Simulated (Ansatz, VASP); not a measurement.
# One calculation of Mg7O, two programs

INCAR

```
SYSTEM = Mg7O
ALGO = Normal
EDIFF = 1E-6
EDIFFG = -0.01
ENCUT = 600
GGA = PE
IBRION = 2
ISIF = 3
ISMEAR = 0
LASPH = .TRUE.
LCHARG = .FALSE.
LREAL = .FALSE.
LWAVE = .FALSE.
NELM = 60
NSW = 100
PREC = Accurate
SIGMA = 0.1
```

The input KPOINTS:

```
k-points
0
G
  8 8 8
  0 0 0
```

The input POSCAR:

```
Mg7O
1.0
   -3.5857916433      3.5857916433      3.5857916433
    3.5857916433     -3.5857916433      3.5857916433
    3.5857916433      3.5857916433     -3.5857916433
Mg O
7 1
Direct
    0.0000000000      0.5000000000      0.5000000000
    0.5000000000      0.0000000000      0.5000000000
    0.5000000000      0.5000000000      0.0000000000
    0.3237156114      0.3237156114      0.3237156114
    0.0000000000      0.0000000000      0.6762843886
    0.0000000000      0.6762843886      0.0000000000
    0.6762843886      0.0000000000      0.0000000000
    0.0000000000      0.0000000000      0.0000000000
```

Input for Ansatz:

```yaml
crystal:
  lattice:
    - [-3.5857916433, 3.5857916433, 3.5857916433]
    - [3.5857916433, -3.5857916433, 3.5857916433]
    - [3.5857916433, 3.5857916433, -3.5857916433]
  atoms:
    - { symbol: Mg, position: [0.0, 0.5, 0.5] }
    - { symbol: Mg, position: [0.5, 0.0, 0.5] }
    - { symbol: Mg, position: [0.5, 0.5, 0.0] }
    - { symbol: Mg, position: [0.3237156114, 0.3237156114, 0.3237156114] }
    - { symbol: Mg, position: [0.0, 0.0, 0.6762843886] }
    - { symbol: Mg, position: [0.0, 0.6762843886, 0.0] }
    - { symbol: Mg, position: [0.6762843886, 0.0, 0.0] }
    - { symbol: O, position: [0.0, 0.0, 0.0] }
basis:
  ecutwfc: 420
kpoints:
  mp_grid: { grid: [8, 8, 8] }
hamiltonian:
  xc: pbe
scf:
  occupations: { method: gaussian, width: 0.1 }
output:
  forces: true
  stress: true
  eigenvalues: true
  write_density: true
  write_potential: true
  elf: true
  volumetric_format: npy
relax:
  adjacent_minimum: "off"
  f_tol: 0.01
  max_steps: 80
  cell: { stress_tol: 0.05 }
```

Alike in both runs: task relaxation of cell and atoms; functional PBE; k mesh 8 × 8 × 8; occupations gaussian, width 0.1 eV; no spin polarisation.

|  | VASP | Ansatz |
| --- | --- | --- |
| version | VASP 6.6.1 | Ansatz 0.2.0 |
| potentials or method | VASP PAW PBE potentials, release 64 (Mg, O), cutoff 600 eV | scalar-relativistic, plane waves, PAW |
| valence electrons in the cell | 20 | 76 |

|  | VASP | Ansatz | Ansatz less VASP |
| --- | --- | --- | --- |
| gap on the k mesh at the Fermi level, each at its own relaxed structure (eV) | none | none | - |
| relaxed volume (Å³/atom) | 23.23 | 23.35 | +0.123 |
| relaxed cell length with the largest relative difference (Å) | 6.227 | 6.237 | +0.0110 |

A gap of «none» marks a metal or a gap that the smearing closes. VASP's potentials hold 20 valence electrons a cell and Ansatz's 76, so a difference there can come from the potentials and not from the codes.
